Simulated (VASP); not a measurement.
# OsCl3: single point with LDA+U

The system is OsCl3.

```
CELL_PARAMETERS angstrom
4.91232 0.00000 0.00000
0.00000 4.91232 0.00000
0.00000 0.00000 4.91232
ATOMIC_POSITIONS crystal
Os 0.00000 0.00000 0.00000
Cl 0.50000 0.00000 0.00000
Cl 0.00000 0.00000 0.50000
Cl 0.00000 0.50000 0.00000
```

```
Program                : VASP 6.6.1
Task                   : single point
Functional             : LDA
Potentials or basis    : VASP PAW LDA potentials, release 64 (Os, Cl)
Cutoff                 : 520 eV
k mesh                 : 4 × 4 × 4
Occupations            : gaussian, width 0.05 eV
Spin                   : collinear spin
Starting moments       : [5.0, 0.0, 0.0, 0.0] μB
Hubbard terms          : Os d U = 3.0 eV
Dipole correction      : no
Further INCAR settings : ALGO = Normal; EDIFF = 1e-07; NBANDS = 26
```

```json
{"Pressure": "-7.3 GPa", "Net moment": "2.47 μB per cell", "Site moments": "Os +2.50; Cl +0.07 μB", "Valence electrons inside the program's atomic spheres": "Os 7.13; Cl 5.04"}
```

Levels at points of the mesh, in eV from the Fermi level:
Spin up:
| k point | band 14 | band 15 | band 16 | band 17 | band 18 | band 19 |
| --- | --- | --- | --- | --- | --- | --- |
| (0.00, 0.00, 0.00) | -2.30 | -2.30 | -1.92 | -1.92 | 1.51 | 4.78 |
| (0.50, 0.00, 0.00) | -1.92 | -1.27 | -1.27 | -0.42 | 5.85 | 6.76 |
| (0.50, 0.50, 0.00) | -1.26 | -1.26 | -1.24 | 3.19 | 7.28 | 7.28 |
| (0.50, 0.50, 0.50) | -1.22 | -1.22 | 3.19 | 3.19 | 5.78 | 6.23 |
Spin down:
```csv
k point,band 11,band 12,band 13,band 14,band 15,band 16
"(0.00, 0.00, 0.00)",-2.18,-2.18,-1.29,-1.29,-1.29,0.29
"(0.50, 0.00, 0.00)",-2.21,-2.21,-1.27,0.29,0.34,0.34
"(0.50, 0.50, 0.00)",-2.75,-1.49,0.34,0.34,0.62,0.78
"(0.50, 0.50, 0.50)",-1.48,-1.48,0.79,0.79,0.79,4.71
```

Eigenvalues of the final occupation matrices:
```tsv
site	spin	trace	eigenvalues
site 1 d	1	4.42	0.66 0.66 1.03 1.03 1.03
site 1 d	2	1.95	0.24 0.24 0.49 0.49 0.49
```

It took 6.3 min on 1 thread of Intel(R) Xeon(R) Platinum 8259CL CPU @ 2.50GHz (Skylake/Cascade Lake) (shared host), peak memory 0.24 GiB.

Caveat: the cell stands under tension; spin-orbit coupling is left out, which moves the levels of the heavy elements.
